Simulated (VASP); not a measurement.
# C in VASP: single point with LDA

Aim: the single point of C with LDA.

All numbers are computed with VASP 6.6.1; they aren't measurements. Logs are shortened: lines on timing, memory, paths and dates and some standing lists are left out, and cuts for length are marked.

**1. The cell of the first run**

The cell holds a slab with vacuum, 14 atoms: a = 3.635 Å, b = 4.254 Å, c = 26.728 Å, α = 90.00°, β = 90.00°, γ = 112.96°.

**2. Single point, LDA**

INCAR

```
PREC = Accurate ; ENCUT = 520
EDIFF = 1E-6 ; ISMEAR = 0
SIGMA = 0.1 ; LREAL = F
LASPH = T ; NELM = 120
ALGO = Normal ; ISIF = 2
LWAVE = F ; LCHARG = F
LDIPOL = T ; IDIPOL = 3
DIPOL = 0.5 0.5 0.474 ; NBANDS = 41
GGA_COMPAT = F ; NELMDL = -8
```

KPOINTS

```
regular mesh
0
Gamma
  8 7 1
```

POSCAR

```
C
1.0
    3.6349983700      0.0000000000      0.0000000000
   -1.6594766200      3.9169786600      0.0000000000
    0.0000000000      0.0000000000     26.7281581756
C
14
Direct
    0.5080000000      0.3360000000      0.3367235386
    0.4920000000      0.6640000000      0.3367235386
    0.5080000000      0.8360000000      0.3826685810
    0.4920000000      0.1640000000      0.3826685810
    0.5080000000      0.3360000000      0.4286136235
    0.4920000000      0.6640000000      0.4286136235
    0.4973088183      0.8334258483      0.4742172721
    0.5026911817      0.1665741517      0.4742172721
    0.5012012272      0.3344471685      0.5199726376
    0.4987987728      0.6655528315      0.5199726376
    0.5002418960      0.8312565206      0.5657052188
    0.4997581040      0.1687434794      0.5657052188
    0.4993978135      0.3305420013      0.6119873123
    0.5006021865      0.6694579987      0.6119873123
```

Potentials or basis: VASP PAW LDA potentials, release 64 (C).

On the command line:

```bash
cat potpaw_LDA.64/C/POTCAR > POTCAR
mpirun -np 1 vasp_std > vasp.out
```

OUTCAR:

```text
PREC = Accurate
   ENCUT = 520
   EDIFF = 1E-6
   ISMEAR = 0
   LREAL = F
   LASPH = T
   NELM = 120
   ISIF = 2
   NELMDL = -8

 ion  position               nearest neighbor table
   1  0.508  0.336  0.337-   2 1.42   4 1.42
   2  0.492  0.664  0.337-   1 1.42   3 1.42
   3  0.508  0.836  0.383-   4 1.42   2 1.42   6 1.42
   4  0.492  0.164  0.383-   3 1.42   1 1.42   5 1.42
   5  0.508  0.336  0.429-   8 1.41   6 1.42   4 1.42
   6  0.492  0.664  0.429-   7 1.41   5 1.42   3 1.42
   7  0.497  0.833  0.474-   8 1.41   6 1.41  10 1.42
   8  0.503  0.167  0.474-   7 1.41   5 1.41   9 1.42
   9  0.501  0.334  0.520-  12 1.41  10 1.41   8 1.42
  10  0.499  0.666  0.520-  11 1.41   9 1.41   7 1.42
  11  0.500  0.831  0.566-  10 1.41  14 1.42  12 1.44
  12  0.500  0.169  0.566-   9 1.41  13 1.42  11 1.44
  13  0.499  0.331  0.612-  12 1.42  14 1.44
  14  0.501  0.669  0.612-  11 1.42  13 1.44

  LATTYP: Found a simple monoclinic cell.
 ALAT       =     3.6349983700
 B/A-ratio  =     7.3530041708
 C/A-ratio  =     1.1702915972
 COS(beta)  =    -0.3900971980

  Lattice vectors:

 A1 = (   3.6349983700,   0.0000000000,   0.0000000000)
 A2 = (   0.0000000000,   0.0000000000, -26.7281581756)
 A3 = (  -1.6594766200,   3.9169786600,   0.0000000000)

Analysis of symmetry for initial positions (statically):
=====================================================================
 Subroutine PRICEL returns:
 Original cell was already a primitive cell.

 Routine SETGRP: Setting up the symmetry group for a
 simple monoclinic supercell.

 Subroutine GETGRP returns: Found  2 space group operations
 (whereof  2 operations were pure point group operations)
 out of a pool of  4 trial point group operations.

The static configuration has the point symmetry C_2 .

Analysis of symmetry for dynamics (positions and initial velocities):
=====================================================================
 Subroutine PRICEL returns:
 Original cell was already a primitive cell.

 Routine SETGRP: Setting up the symmetry group for a
 simple monoclinic supercell.

 Subroutine GETGRP returns: Found  2 space group operations
 (whereof  2 operations were pure point group operations)
 out of a pool of  4 trial point group operations.

The dynamic configuration has the point symmetry C_2 .

 Subroutine INISYM returns: Found  2 space group operations
 (whereof  2 operations are pure point group operations),
 and found     1 'primitive' translations

----------------------------------------------------------------------------------------

                                     Primitive cell

  volume of cell :     380.5612

  direct lattice vectors                    reciprocal lattice vectors
     3.634998370  0.000000000  0.000000000     0.275103287  0.116550922  0.000000000
    -1.659476620  3.916978660  0.000000000     0.000000000  0.255298812  0.000000000
     0.000000000  0.000000000 26.728158176     0.000000000  0.000000000  0.037413727

  length of vectors
     3.634998370  4.254008048 26.728158176     0.298774055  0.255298812  0.037413727

  position of ions in fractional coordinates (direct lattice)
     0.508000000  0.336000000  0.336723539
     0.492000000  0.664000000  0.336723539
     0.508000000  0.836000000  0.382668581
     0.492000000  0.164000000  0.382668581
     0.508000000  0.336000000  0.428613623
     0.492000000  0.664000000  0.428613623
     0.497308818  0.833425848  0.474217272
     0.502691182  0.166574152  0.474217272
     0.501201227  0.334447168  0.519972638
     0.498798773  0.665552832  0.519972638
     0.500241896  0.831256521  0.565705219
     0.499758104  0.168743479  0.565705219
     0.499397814  0.330542001  0.611987312
     0.500602186  0.669457999  0.611987312

  ion indices of the primitive-cell ions
   primitive index   ion index
                 1           1
                 2           2
                 3           3
                 4           4
                 5           5
                 6           6
                 7           7
                 8           8
                 9           9
                10          10
                11          11
                12          12
                13          13
                14          14

----------------------------------------------------------------------------------------

 KPOINTS: regular mesh

Automatic generation of k-mesh.
 Grid dimensions read from file:
 generate k-points for:    8    7    1

 Generating k-lattice:

  Cartesian coordinates                     Fractional coordinates (reciprocal lattice)
     0.034387911  0.014568865  0.000000000     0.125000000  0.000000000  0.000000000
     0.000000000  0.036471259  0.000000000     0.000000000  0.142857143  0.000000000
     0.000000000  0.000000000  0.037413727     0.000000000  0.000000000  1.000000000

  Length of vectors
     0.037346757  0.036471259  0.037413727

  Shift w.r.t. Gamma in fractional coordinates (k-lattice)
     0.000000000  0.000000000  0.000000000

 Subroutine IBZKPT returns following result:
 ===========================================

 Found     29 irreducible k-points:

 Following reciprocal coordinates:
            Coordinates               Weight
  0.000000  0.000000  0.000000      1.000000
  0.125000  0.000000  0.000000      2.000000
  0.250000  0.000000  0.000000      2.000000
  0.375000  0.000000  0.000000      2.000000
  0.500000  0.000000  0.000000      1.000000
  0.000000  0.142857  0.000000      2.000000
[... 16 lines left out ...]
  0.125000  0.428571  0.000000      2.000000
  0.250000  0.428571  0.000000      2.000000
 [... further k-points ...]
   k-points           NKPTS =     29   k-points in BZ     NKDIM =     29   number of bands    NBANDS=     41
   number of dos      NEDOS =    301   number of ions     NIONS =     14
   total plane-waves  NPLWV = 179200
   dimension x,y,z NGX =    28 NGY =   32 NGZ =  200
   dimension x,y,z NGXF=    56 NGYF=   64 NGZF=  400
   ions per type =              14
   NGX,Y,Z   is equivalent  to a cutoff of  12.81, 12.51, 12.44 a.u.
   NGXF,Y,Z  is equivalent  to a cutoff of  25.61, 25.01, 24.88 a.u.
 SYSTEM =  unknown system
   PREC   = accura    normal or accurate (medium, high low for compatibility)
   ISTART =      0    job   : 0-new  1-cont  2-samecut
   ICHARG =      2    charge: 1-file 2-atom 10-const
   ISPIN  =      1    spin polarized calculation?
   LNONCOLLINEAR =      F non collinear calculations
   LSORBIT =      F    spin-orbit coupling
   LASPH  =      T    aspherical Exc in radial PAW
   ENCUT  =  520.0 eV  38.22 Ry    6.18 a.u.   6.76  7.91 49.70*2*pi/ulx,y,z
   NELM   =    120;   NELMIN=  2; NELMDL= -8     # of ELM steps
   EDIFF  = 0.1E-05   stopping-criterion for ELM
   LREAL  =      F    real-space projection
   EDIFFG = 0.1E-04   stopping-criterion for IOM
   NSW    =      0    number of steps for IOM
   IBRION =     -1    ionic relax: 0-MD 1-quasi-New 2-CG
   NFREE  =      0    steps in history (QN), initial steepest desc. (CG)
   ISIF   =      2    stress and relaxation
   ISYM   =      2    0-nonsym 1-usesym 2-fastsym
   POTIM  = 0.5000    time-step for ionic-motion
   TEBEG  =    0.0;   TEEND  =   0.0 temperature during run
   PSTRESS=    0.0 pullay stress
   NELECT =      56.0000    total number of electrons
   NUPDOWN=      -1.0000    fix difference up-down
   EMIN   =  10.00;   EMAX   =-10.00  energy-range for DOS
   EFERMI =   0.00;   METHOD = LEGACY
   ISMEAR =     0;   SIGMA  =   0.10  broadening in eV -4-tet -1-fermi 0-gaus
   EFERMI_NEDOS =   21; number of points for ismear=-14 and -15
   IALGO  =     38    algorithm
   IMIX   =      4    mixing-type and parameters
     AMIX     =   0.40;   BMIX     =  1.00
     AMIX_MAG =   1.60;   BMIX_MAG =  1.00
  volume/ion in A,a.u.               =      27.18       183.44
  Fermi-wavevector in a.u.,A,eV,Ry     =   0.864296  1.633283 10.163664  0.747008
  Thomas-Fermi vector in A             =   1.982372
   LORBIT       =      0    0 simple, 1 ext, 2 COOP (PROOUT), +10 PAW based schemes
   GGA     = CA    functional components
   LHFCALC =     F    Hartree Fock is set to
   AEXX    =    0.0000 exact exchange contribution
   IVDW    =     0    specifies the selected vdW correction
   LEPSILON=     F    determine dielectric tensor
   LRPA    =     F    only Hartree local field effects (RPA)
 non-spin polarized calculation
 Gauss-broadening in eV      SIGMA  =   0.10
  energy-cutoff  :      520.00
  volume of cell :      380.56
 maximum number of plane-waves:     10294
   NGX = 13   NGY = 15   NGZ = 99

 dipolmoment           0.000000      0.000000     -0.006945 electrons x Angstroem

 number of electron      55.9999997 magnetization

 dipolmoment           0.000000      0.000000      0.010394 electrons x Angstroem

 Free energy of the ion-electron system (eV)
  ---------------------------------------------------
  ext. energy  EPLUGINS =         0.00000000
  ---------------------------------------------------
  free energy    TOTEN  =      -129.87922863 eV

  energy without entropy =     -129.86197894  energy(sigma->0) =     -129.87060379

 E-fermi :  -3.2406     XC(G=0):  -4.1916

 val. band max:       -3.2515785372   @ k =  -0.1250   0.4286   0.0000
 cond. band min:      -3.1757247594   @ k =   0.5000   0.4286   0.0000
 fundamental gap:      0.0758537778
 Fermi energy:        -3.2405674177

 k-point     1 :       0.0000    0.0000    0.0000
  band No.  band energies     occupation
      1     -21.9066      2.00000
      2     -20.7640      2.00000
      3     -19.1580      2.00000
      4     -17.0967      2.00000
      5     -16.4500      2.00000
      6     -15.5679      2.00000
[... 1021 lines left out ...]
     39       5.2489      0.00000
     40       5.4360      0.00000

 [... further k-points ...]

 [bands above 40 left out]

------------------------ aborting loop because EDIFF is reached ----------------------------------------

 vacuum level on the upper side and lower side of the slab       (xc-potential included)        -0.103        -0.234

  FORCE on cell =-STRESS in cart. coord.  units (eV):
  Direction    XX          YY          ZZ          XY          YZ          ZX
  --------------------------------------------------------------------------------------
  -------------------------------------------------------------------------------------
  Total       -3.9438068    -15.4671888     -7.7688868      6.4432028      0.0000000      0.0000000
  in kB      -16.6035804    -65.1174690    -32.7073166     27.1261355      0.0000000      0.0000000
  external PRESSURE =     -38.1427887 kB  Pullay stress =       0.0000000 kB

 VOLUME and BASIS-vectors are now :
 -----------------------------------------------------------------------------
  energy-cutoff  :      520.00
  volume of cell :      380.56
      direct lattice vectors                 reciprocal lattice vectors
     3.634998370  0.000000000  0.000000000     0.275103287  0.116550922  0.000000000
    -1.659476620  3.916978660  0.000000000     0.000000000  0.255298812  0.000000000
     0.000000000  0.000000000 26.728158176     0.000000000  0.000000000  0.037413727

 POSITION                                       TOTAL-FORCE (eV/Angst)
 -----------------------------------------------------------------------------------
      1.28900      1.31610      9.00000        -3.232538      6.452670      1.457329
      0.68653      2.60087      9.00000         3.232538     -6.452670      1.457329
      0.45926      3.27459     10.22803        -0.775338      0.147767     -1.230285
      1.51627      0.64238     10.22803         0.775338     -0.147767     -1.230285
      1.28900      1.31610     11.45605        -0.866708      0.311781     -0.292222
      0.68653      2.60087     11.45605         0.866708     -0.311781     -0.292222
      0.42467      3.26451     12.67495         0.022921     -0.012669      0.093216
      1.55086      0.65247     12.67495        -0.022921      0.012669      0.093216
      1.26686      1.31002     13.89791        -0.198759      0.437989      0.002480
      0.70866      2.60696     13.89791         0.198759     -0.437989      0.002480
      0.43893      3.25601     15.12026        -0.413668      1.029792      1.394977
      1.53659      0.66096     15.12026         0.413668     -1.029792      1.394977
      1.26678      1.29473     16.35729        -2.829724      6.826686     -1.425494
      0.70874      2.62225     16.35729         2.829724     -6.826686     -1.425494
 -----------------------------------------------------------------------------------
    total drift:                                0.000000     -0.000000      0.000049

  FREE ENERGIE OF THE ION-ELECTRON SYSTEM (eV)
  ---------------------------------------------------
  free  energy   TOTEN  =      -129.8792286338 eV

  energy  without entropy=     -129.8619789385  energy(sigma->0) =     -129.87060379

 vacuum level on the upper side and lower side of the slab         3.322         3.189
```

It took 15 min on 1 thread of Oxide Virtual Turin-like, shared host; peak memory 0.47 GiB.

Results:

```yaml
Free_energy: -129.8792 eV
Largest_force: 7.526 eV/Å
Band_gap_on_the_k_mesh: zero (bands 28 and 29 overlap by 0.86 eV)
```

Forces on the atoms (eV/Å):
```
C   -3.233  6.453  1.457
C    3.233 -6.453  1.457
C   -0.775  0.148 -1.230
C    0.775 -0.148 -1.230
C   -0.867  0.312 -0.292
C    0.867 -0.312 -0.292
C    0.023 -0.013  0.093
C   -0.023  0.013  0.093
C   -0.199  0.438  0.002
C    0.199 -0.438  0.002
C   -0.414  1.030  1.395
C    0.414 -1.030  1.395
C   -2.830  6.827 -1.425
C    2.830 -6.827 -1.425
```

Levels at points of the mesh, in eV from the Fermi level:
```csv
k point,band 25,band 26,band 27,band 28,band 29,band 30,band 31,band 32
"(0.00, 0.00, 0.00)",-1.33,-0.99,-0.62,0.72,1.17,1.33,1.53,1.84
"(0.50, 0.00, 0.00)",-1.07,-1.00,-0.37,0.14,1.18,1.33,1.60,1.89
```

The gap in the log of VASP goes by the Fermi energy; the results here count the filled bands.